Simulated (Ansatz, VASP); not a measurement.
**Pd in VASP and in Ansatz**

```
CELL_PARAMETERS angstrom
0.00000 2.04215 1.94490
2.04215 0.00000 1.94490
2.04215 2.04215 0.00000
ATOMIC_POSITIONS crystal
Pd 0.00000 0.00000 0.00000
```

Change from the starting cell: strain +0.050 along x and y, +0.000 along z, atoms carried along.

Alike in both runs: task single point; functional PBE; k mesh 20 × 20 × 20; occupations gaussian, width 0.15 eV; no spin polarisation.

|  | VASP | Ansatz |
| --- | --- | --- |
| version | VASP 6.6.1 | Ansatz 0.2.0 |
| potentials or method | VASP PAW PBE potentials, release 64 (Pd), cutoff 520 eV | scalar-relativistic, plane waves, PAW |
| valence electrons in the cell | 10 | 18 |

```tsv
	VASP	Ansatz	Ansatz less VASP
gap on the k mesh at the Fermi level (eV)	none	none	-
pressure (GPa)	-8.2	-8.0	+0.21
traceless stress, the component that is largest in VASP (GPa)	0.94	0.94	+0.005
```

A gap of «none» marks a metal or a gap that the smearing closes. VASP's potentials hold 10 valence electrons a cell and Ansatz's 18, so a difference there can come from the potentials and not from the codes.
